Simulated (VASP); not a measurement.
Wanted: the native input for a VASP 6.6.1 run.

```yaml
Task: single point
Functional: r2SCAN
Potentials_or_basis: VASP PAW PBE potentials, release 64 (Co, Ti_sv)
Cutoff: 520 eV
k_mesh: 9 × 9 × 9
Occupations: fermi-dirac, width 0.05 eV
Spin: collinear spin, ferromagnetic start
Starting_moments: "[2.0, 1.0] μB"
Dipole_correction: no
Further_INCAR_settings: ALGO = Normal; EDIFF = 1e-06; NBANDS = 22
```

TiCo:

```
Co Ti
1.0
     3.00589    0.00000    0.00000
     0.00000    3.00589    0.00000
     0.00000    0.00000    3.00589
Co Ti
1 1
Direct
  0.50000 0.50000 0.50000
  0.00000 0.00000 0.00000
```

One way to write it, as run:

POSCAR

```
TiCo
1.0
    3.0058871358      0.0000000000      0.0000000000
    0.0000000000      3.0058871358      0.0000000000
    0.0000000000      0.0000000000      3.0058871358
Co Ti
1 1
Direct
    0.5000000000      0.5000000000      0.5000000000
    0.0000000000      0.0000000000      0.0000000000
```

INCAR.step1

```
SYSTEM = TiCo
ALGO = Normal ; EDIFF = 1E-4
ENCUT = 520 ; GGA = PE
ISMEAR = -1 ; ISPIN = 2
LASPH = .TRUE. ; LCHARG = .FALSE.
LMAXMIX = 4 ; LREAL = .FALSE.
LWAVE = .TRUE. ; MAGMOM = 2 1
NBANDS = 22 ; NELM = 150
PREC = Accurate ; SIGMA = 0.05
```

INCAR.step2

```
SYSTEM = TiCo
ALGO = Normal ; EDIFF = 1E-6
ENCUT = 520 ; ISIF = 2
ISMEAR = -1 ; ISPIN = 2
ISTART = 1 ; LASPH = .TRUE.
LCHARG = .FALSE. ; LMAXMIX = 4
LMIXTAU = .TRUE. ; LORBIT = 11
LREAL = .FALSE. ; LWAVE = .FALSE.
MAGMOM = 2 1 ; METAGGA = R2SCAN
NBANDS = 22 ; NELM = 150
PREC = Accurate ; SIGMA = 0.05
```

KPOINTS

```
k-points
0
G
  9 9 9
  0 0 0
```

Potentials or basis: VASP PAW PBE potentials, release 64 (Co, Ti_sv).

The run is started by

```console
$ cat potpaw_PBE.64/Co/POTCAR potpaw_PBE.64/Ti_sv/POTCAR > POTCAR
$ cp INCAR.step1 INCAR
$ mpirun -np 1 vasp_std > vasp.out
$ cp INCAR.step2 INCAR
$ mpirun -np 1 vasp_std > vasp.out
```

Results of the run:

```json
{
 "Pressure": "-2.3 GPa",
 "Net moment": "0.87 μB per cell",
 "Site moments": "Co +1.41; Ti -0.32 μB",
 "Valence electrons inside the program's atomic spheres": "Co 8.29; Ti 10.22"
}
```

Caveat: the PAW data sets were made with another functional, which shifts forces and pressure a little.

Wall time 3.5 min on 1 thread of Intel Xeon 8259CL, with other jobs on the host, peak memory 0.18 GiB.
